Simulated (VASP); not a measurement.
# Pd (Fm-3m) in VASP: notebook, part 2 of 2

VASP 6.6.1. Earlier steps stand in the parts before.

## 3. Single point, r2SCAN (volume scaled by 1.04)

File POSCAR:

```
Pd
1.0
    0.0000000000      1.9815882630      1.9815882630
    1.9815882630      0.0000000000      1.9815882630
    1.9815882630      1.9815882630      0.0000000000
Pd
1
Direct
    0.0000000000      0.0000000000      0.0000000000
```

File INCAR.step1:

```
ALGO     = Normal         # electronic algorithm
EDIFF    = 1E-4           # SCF threshold, eV
ENCUT    = 520            # plane-wave cutoff, eV
GGA      = PE             # functional
ISMEAR   = -1             # smearing method
LASPH    = T              # aspherical terms in the spheres
LCHARG   = F              # write CHGCAR
LREAL    = F              # projectors in reciprocal space
LWAVE    = T              # write WAVECAR
NBANDS   = 11             # bands
NELM     = 60             # most SCF steps
PREC     = Accurate       # precision mode
SIGMA    = 0.1            # smearing width, eV
```

File INCAR.step2:

```
ALGO     = Normal         # electronic algorithm
EDIFF    = 1E-6           # SCF threshold, eV
ENCUT    = 520            # plane-wave cutoff, eV
ISIF     = 2              # what is computed and relaxed
ISMEAR   = -1             # smearing method
ISTART   = 1            
LASPH    = T              # aspherical terms in the spheres
LCHARG   = F              # write CHGCAR
LMIXTAU  = T            
LREAL    = F              # projectors in reciprocal space
LWAVE    = F              # write WAVECAR
METAGGA  = R2SCAN         # meta-GGA
NBANDS   = 11             # bands
NELM     = 60             # most SCF steps
PREC     = Accurate       # precision mode
SIGMA    = 0.1            # smearing width, eV
```

File KPOINTS:

```
k-points
0
Gamma
  23 23 23
```

Potentials or basis: VASP PAW PBE potentials, release 64 (Pd).

The run is started by

```console
> cat potpaw_PBE.64/Pd/POTCAR > POTCAR
> cp INCAR.step1 INCAR
> mpirun -np 1 vasp_std > vasp.out
> cp INCAR.step2 INCAR
> mpirun -np 1 vasp_std > vasp.out
```

OUTCAR:

```text
EDIFF = 1E-6
   ENCUT = 520
   ISIF = 2
   ISMEAR = -1
   ISTART = 1
   LASPH = T
   LREAL = F
   METAGGA = R2SCAN
   NELM = 60
   PREC = Accurate

 ion  position               nearest neighbor table
   1  0.000  0.000  0.000-

  LATTYP: Found a face centered cubic cell.
 ALAT       =     3.9631765260

  Lattice vectors:

 A1 = (   0.0000000000,   1.9815882630,   1.9815882630)
 A2 = (   1.9815882630,   0.0000000000,   1.9815882630)
 A3 = (   1.9815882630,   1.9815882630,   0.0000000000)

Analysis of symmetry for initial positions (statically):
=====================================================================
 Subroutine PRICEL returns:
 Original cell was already a primitive cell.

 Routine SETGRP: Setting up the symmetry group for a
 face centered cubic supercell.

 Subroutine GETGRP returns: Found 48 space group operations
 (whereof 48 operations were pure point group operations)
 out of a pool of 48 trial point group operations.

The static configuration has the point symmetry O_h .

Analysis of symmetry for dynamics (positions and initial velocities):
[... 160 lines left out ...]
 cond. band min:       8.7633572618   @ k =   0.4783   0.3913   0.0435
 fundamental gap:      0.0047162681
 Fermi energy:         8.7617904696

 k-point     1 :       0.0000    0.0000    0.0000
  band No.  band energies     occupation
      1       1.9690      2.00000
      2       6.0598      2.00000
      3       6.0598      2.00000
      4       6.0598      2.00000
      5       7.5319      1.99999
      6       7.5319      1.99999
      7      26.7093      0.00000
      8      31.3729      0.00000
      9      31.3729      0.00000
     10      31.3730      0.00000
     11      31.3804      0.00000
[... 309 lines left out ...]
 k-point    24 :      -0.4783    0.0435    0.0000
  band No.  band energies     occupation
      1       3.7733      2.00000
      2       5.9621      2.00000
      3       6.0316      2.00000
      4       8.4150      1.93950
      5       8.6796      1.38912
      6      10.4739      0.00000
      7      16.0269      0.00000
      8      26.1197      0.00000
      9      29.9048      0.00000
     10      30.1876      0.00000
     11      31.3978      0.00000

 [... further k-points ...]
[... 5 lines left out ...]
  --------------------------------------------------------------------------------------
  -------------------------------------------------------------------------------------
  Total       -0.5937948     -0.5937948     -0.5937948      0.0000000      0.0000000     -0.0000000
  in kB      -61.1331410    -61.1331410    -61.1331410      0.0000000      0.0000000     -0.0000000
  external PRESSURE =     -61.1331410 kB  Pullay stress =       0.0000000 kB

 VOLUME and BASIS-vectors are now :
 -----------------------------------------------------------------------------
  energy-cutoff  :      520.00
  volume of cell :       15.56
      direct lattice vectors                 reciprocal lattice vectors
     0.000000000  1.981588263  1.981588263    -0.252322851  0.252322851  0.252322851
     1.981588263  0.000000000  1.981588263     0.252322851 -0.252322851  0.252322851
     1.981588263  1.981588263  0.000000000     0.252322851  0.252322851 -0.252322851

 POSITION                                       TOTAL-FORCE (eV/Angst)
 -----------------------------------------------------------------------------------
      0.00000      0.00000      0.00000         0.000000      0.000000     -0.000000
 -----------------------------------------------------------------------------------
    total drift:                                0.000000      0.000000     -0.000000

  FREE ENERGIE OF THE ION-ELECTRON SYSTEM (eV)
  ---------------------------------------------------
  free  energy   TOTEN  =       -22.9693639083 eV

  energy  without entropy=      -22.9050475735  energy(sigma->0) =      -22.93720574
```

OUTCAR.step1:

```text
EDIFF = 1E-4
   ENCUT = 520
   GGA = PE
   ISMEAR = -1
   LASPH = T
   LREAL = F
[... 550 lines left out ...]

 POSITION                                       TOTAL-FORCE (eV/Angst)
 -----------------------------------------------------------------------------------
      0.00000      0.00000      0.00000         0.000000      0.000000      0.000000
 -----------------------------------------------------------------------------------
    total drift:                               -0.000000      0.000000      0.000000

  FREE ENERGIE OF THE ION-ELECTRON SYSTEM (eV)
  ---------------------------------------------------
  free  energy   TOTEN  =        -5.2522713377 eV

  energy  without entropy=       -5.1854141591  energy(sigma->0) =       -5.21884275
```

It took 3.6 min on 1 thread of Intel Xeon Platinum 8259CL at 2.50GHz (Skylake/Cascade Lake), shared host; peak memory 0.19 GiB.

What came out:

- Free energy: -22.9694 eV
- Pressure: -6.1 GPa
- Band gap on the k mesh: zero (band 5 reaches 9.00 eV, above the bottom of band 6 at 7.47 eV)

Levels at points of the mesh, in eV from the Fermi level:
```tsv
k point	band 1	band 2	band 3	band 4	band 5	band 6	band 7	band 8	band 9	band 10
(0.00, 0.00, 0.00)	-6.79	-2.70	-2.70	-2.70	-1.23	-1.23	17.95	22.61	22.61	22.61
```

Caveat: the PAW data sets were made with another functional, which shifts forces and pressure a little.

## 4. Single point, r2SCAN, collinear spin, ferromagnetic start

File POSCAR:

```
Pd
1.0
    0.0000000000      1.9567730078      1.9567730078
    1.9567730078      0.0000000000      1.9567730078
    1.9567730078      1.9567730078      0.0000000000
Pd
1
Direct
    0.0000000000      0.0000000000      0.0000000000
```

File INCAR.step1:

```
PREC     = Accurate       # precision mode
ENCUT    = 520            # plane-wave cutoff, eV
ISMEAR   = -1             # smearing method
SIGMA    = 0.05           # smearing width, eV
LREAL    = False          # projectors in reciprocal space
LASPH    = True           # aspherical terms in the spheres
NELM     = 150            # most SCF steps
ISPIN    = 2              # spin polarisation
MAGMOM   = 0.5            # initial moments
LMAXMIX  = 4              # l up to which the mixer works
NBANDS   = 15             # bands
GGA      = PE             # functional
ALGO     = Normal         # electronic algorithm
EDIFF    = 1E-4           # SCF threshold, eV
LWAVE    = True           # write WAVECAR
LCHARG   = False          # write CHGCAR
```

File INCAR.step2:

```
PREC     = Accurate       # precision mode
ENCUT    = 520            # plane-wave cutoff, eV
EDIFF    = 1E-6           # SCF threshold, eV
ISMEAR   = -1             # smearing method
SIGMA    = 0.05           # smearing width, eV
LREAL    = False          # projectors in reciprocal space
LASPH    = True           # aspherical terms in the spheres
NELM     = 150            # most SCF steps
ALGO     = Normal         # electronic algorithm
ISIF     = 2              # what is computed and relaxed
LWAVE    = False          # write WAVECAR
LCHARG   = True           # write CHGCAR
ISPIN    = 2              # spin polarisation
MAGMOM   = 0.5            # initial moments
LORBIT   = 11             # projections on sites
LMAXMIX  = 4              # l up to which the mixer works
METAGGA  = R2SCAN         # meta-GGA
LMIXTAU  = True         
LELF     = True           # ELF
LVHAR    = True         
NBANDS   = 15             # bands
ISTART   = 1
```

File KPOINTS:

```
regular mesh
0
Gamma
  14 14 14
```

Potentials or basis: VASP PAW PBE potentials, release 64 (Pd).

The run is started by

```console
> cat potpaw_PBE.64/Pd/POTCAR > POTCAR
> cp INCAR.step1 INCAR
> mpirun -np 1 vasp_std > vasp.out
> cp INCAR.step2 INCAR
> mpirun -np 1 vasp_std > vasp.out
```

OUTCAR:

```text
PREC = Accurate
   ENCUT = 520
   EDIFF = 1E-6
   ISMEAR = -1
   LREAL = False
   LASPH = True
   NELM = 150
   ISIF = 2
   ISPIN = 2
   LORBIT = 11
   METAGGA = R2SCAN
   ISTART = 1

 ion  position               nearest neighbor table
   1  0.000  0.000  0.000-

  LATTYP: Found a face centered cubic cell.
 ALAT       =     3.9135460156

  Lattice vectors:

 A1 = (   0.0000000000,   1.9567730078,   1.9567730078)
 A2 = (   1.9567730078,   0.0000000000,   1.9567730078)
 A3 = (   1.9567730078,   1.9567730078,   0.0000000000)

Analysis of symmetry for initial positions (statically):
=====================================================================
 Subroutine PRICEL returns:
 Original cell was already a primitive cell.

 Routine SETGRP: Setting up the symmetry group for a
 face centered cubic supercell.

 Subroutine GETGRP returns: Found 48 space group operations
 (whereof 48 operations were pure point group operations)
 out of a pool of 48 trial point group operations.

The static configuration has the point symmetry O_h .

Analysis of symmetry for dynamics (positions and initial velocities):
=====================================================================
 Subroutine PRICEL returns:
 Original cell was already a primitive cell.

 Routine SETGRP: Setting up the symmetry group for a
 face centered cubic supercell.

 Subroutine GETGRP returns: Found 48 space group operations
 (whereof 48 operations were pure point group operations)
 out of a pool of 48 trial point group operations.

The dynamic configuration has the point symmetry O_h .

Analysis of structural, dynamic, and magnetic symmetry:
=====================================================================
 Subroutine PRICEL returns:
 Original cell was already a primitive cell.

 Routine SETGRP: Setting up the symmetry group for a
 face centered cubic supercell.

 Subroutine GETGRP returns: Found 48 space group operations
 (whereof 48 operations were pure point group operations)
 out of a pool of 48 trial point group operations.

The overall configuration has the point symmetry O_h .

 Subroutine INISYM returns: Found 48 space group operations
 (whereof 48 operations are pure point group operations),
 and found     1 'primitive' translations

----------------------------------------------------------------------------------------

                                     Primitive cell

  volume of cell :      14.9848

  direct lattice vectors                    reciprocal lattice vectors
     0.000000000  1.956773008  1.956773008    -0.255522740  0.255522740  0.255522740
     1.956773008  0.000000000  1.956773008     0.255522740 -0.255522740  0.255522740
     1.956773008  1.956773008  0.000000000     0.255522740  0.255522740 -0.255522740

  length of vectors
     2.767294926  2.767294926  2.767294926     0.442578368  0.442578368  0.442578368

  position of ions in fractional coordinates (direct lattice)
     0.000000000  0.000000000  0.000000000

  ion indices of the primitive-cell ions
   primitive index   ion index
                 1           1

----------------------------------------------------------------------------------------

 KPOINTS: regular mesh

Automatic generation of k-mesh.
 Grid dimensions read from file:
 generate k-points for:   14   14   14

[... 65 lines left out ...]
   EDIFFG = 0.1E-04   stopping-criterion for IOM
   NSW    =      0    number of steps for IOM
   IBRION =     -1    ionic relax: 0-MD 1-quasi-New 2-CG
   NFREE  =      0    steps in history (QN), initial steepest desc. (CG)
   ISIF   =      2    stress and relaxation
   ISYM   =      2    0-nonsym 1-usesym 2-fastsym
   POTIM  = 0.5000    time-step for ionic-motion
   TEBEG  =    0.0;   TEEND  =   0.0 temperature during run
   PSTRESS=    0.0 pullay stress
   NELECT =      10.0000    total number of electrons
   NUPDOWN=      -1.0000    fix difference up-down
   EMIN   =  10.00;   EMAX   =-10.00  energy-range for DOS
   EFERMI =   0.00;   METHOD = LEGACY
   ISMEAR =    -1;   SIGMA  =   0.05  broadening in eV -4-tet -1-fermi 0-gaus
   EFERMI_NEDOS =   21; number of points for ismear=-14 and -15
   IALGO  =     38    algorithm
   IMIX   =      4    mixing-type and parameters
     AMIX     =   0.40;   BMIX     =  1.00
     AMIX_MAG =   1.60;   BMIX_MAG =  1.00
  volume/ion in A,a.u.               =      14.98       101.12
  Fermi-wavevector in a.u.,A,eV,Ry     =   1.430620  2.703480 27.846696  2.046674
  Thomas-Fermi vector in A             =   2.550446
   LORBIT       =     11    0 simple, 1 ext, 2 COOP (PROOUT), +10 PAW based schemes
   METAGGA = R2SCAN    functional components
   LHFCALC =     F    Hartree Fock is set to
   AEXX    =    0.0000 exact exchange contribution
   IVDW    =     0    specifies the selected vdW correction
   LEPSILON=     F    determine dielectric tensor
   LRPA    =     F    only Hartree local field effects (RPA)
 spin polarized calculation
  energy-cutoff  :      520.00
  volume of cell :       14.98
 maximum number of plane-waves:       415
 NGX is ok and might be reduce to    24
   NGX = 11   NGY = 11   NGZ = 11

 number of electron       9.9999999 magnetization       0.4771089

 Free energy of the ion-electron system (eV)
  ---------------------------------------------------
  ext. energy  EPLUGINS =         0.00000000
  ---------------------------------------------------
  free energy    TOTEN  =       -22.96396017 eV

  energy without entropy =      -22.95286583  energy(sigma->0) =      -22.95841300

 E-fermi :   9.4583     XC(G=0): -14.0174

 val. band max:        9.4483814914   @ k =  -0.4286   0.2143   0.0000
 cond. band min:       9.4620079977   @ k =   0.5000   0.2143   0.0714
 fundamental gap:      0.0136265062
 Fermi energy:         9.4583271977

 spin component 1

 k-point     1 :       0.0000    0.0000    0.0000
  band No.  band energies     occupation
      1       2.2844      1.00000
      2       6.2274      1.00000
      3       6.2274      1.00000
      4       6.2274      1.00000
      5       7.8793      1.00000
      6       7.8793      1.00000
      7      27.3534      0.00000
      8      31.2167      0.00000
      9      32.2422      0.00000
     10      32.2422      0.00000
     11      32.2422      0.00000
     12      37.7509      0.00000
     13      40.7544      0.00000
     14      40.7544      0.00000
[... 403 lines left out ...]
      4       6.9655      1.00000
      5       8.0819      1.00000
      6       8.4343      1.00000
      7      25.2612      0.00000
      8      28.7379      0.00000
      9      29.8388      0.00000
     10      31.1663      0.00000
     11      31.8912      0.00000
     12      36.5232      0.00000
     13      38.5353      0.00000
     14      38.8911      0.00000
     15      42.1030      0.00000

 [... further k-points ...]

 spin component 2

 k-point     1 :       0.0000    0.0000    0.0000
  band No.  band energies     occupation
      1       2.2724      1.00000
      2       6.7751      1.00000
      3       6.7751      1.00000
      4       6.7751      1.00000
      5       8.2549      1.00000
      6       8.2549      1.00000
      7      27.3503      0.00000
      8      32.2587      0.00000
      9      32.2587      0.00000
     10      32.2587      0.00000
     11      32.4957      0.00000
     12      37.7289      0.00000
     13      40.8981      0.00000
     14      40.8981      0.00000
[... 403 lines left out ...]
      4       7.4743      1.00000
      5       8.5101      1.00000
      6       8.8751      0.99999
      7      25.3787      0.00000
      8      28.7782      0.00000
      9      29.9463      0.00000
     10      31.8658      0.00000
     11      32.5483      0.00000
     12      36.6988      0.00000
     13      38.6416      0.00000
     14      39.0300      0.00000
     15      42.3075      0.00000

 [... further k-points ...]
[... 5 lines left out ...]
  --------------------------------------------------------------------------------------
  -------------------------------------------------------------------------------------
  Total        0.0595816      0.0595816      0.0595816     -0.0000000      0.0000000      0.0000000
  in kB        6.3704646      6.3704646      6.3704646     -0.0000000      0.0000000      0.0000000
  external PRESSURE =       6.3704646 kB  Pullay stress =       0.0000000 kB

 VOLUME and BASIS-vectors are now :
 -----------------------------------------------------------------------------
  energy-cutoff  :      520.00
  volume of cell :       14.98
      direct lattice vectors                 reciprocal lattice vectors
     0.000000000  1.956773008  1.956773008    -0.255522740  0.255522740  0.255522740
     1.956773008  0.000000000  1.956773008     0.255522740 -0.255522740  0.255522740
     1.956773008  1.956773008  0.000000000     0.255522740  0.255522740 -0.255522740

 POSITION                                       TOTAL-FORCE (eV/Angst)
 -----------------------------------------------------------------------------------
      0.00000      0.00000      0.00000         0.000000      0.000000      0.000000
 -----------------------------------------------------------------------------------
    total drift:                               -0.000000      0.000000     -0.000000

  FREE ENERGIE OF THE ION-ELECTRON SYSTEM (eV)
  ---------------------------------------------------
  free  energy   TOTEN  =       -22.9639601739 eV

  energy  without entropy=      -22.9528658339  energy(sigma->0) =      -22.95841300

 total charge

# of ion       s       p       d       tot
------------------------------------------
    1        0.509   0.449   8.489   9.447

 magnetization (x)

# of ion       s       p       d       tot
------------------------------------------
    1        0.003  -0.012   0.492   0.482
```

It took 3.2 min on 1 thread of Intel Xeon Platinum 8259CL at 2.50GHz (Skylake/Cascade Lake), shared host; peak memory 0.18 GiB.

What came out:

- Free energy: -22.9640 eV
- Pressure: 0.6 GPa
- Net moment: 0.48 μB per cell
- Site moments: Pd +0.48 μB
- Valence electrons inside the program's atomic spheres: Pd 9.45

Caveat: the PAW data sets were made with another functional, which shifts forces and pressure a little.

## 5. Overview

```tsv
spin	cell	k mesh	smearing	gap on the mesh (eV)	pressure (GPa)
off	a = 2.766 Å, angles 60.0°, 1 atom	23 × 23 × 23	fermi-dirac 0.1 eV	none	0.5
off	a = 2.802 Å, angles 60.0°, 1 atom	23 × 23 × 23	fermi-dirac 0.1 eV	none	-6.1
collinear, ferromagnetic start	a = 2.767 Å, angles 60.0°, 1 atom	14 × 14 × 14	fermi-dirac 0.05 eV	none	0.6
```

Alike in all rows: task single point; level r2SCAN; potentials or basis VASP PAW PBE potentials, release 64 (Pd); cutoff (eV) 520.

Caveats: the PAW data sets were made with another functional, which shifts forces and pressure a little.

Total energies depend on the potentials used, so only differences within one code and one set of settings carry meaning.
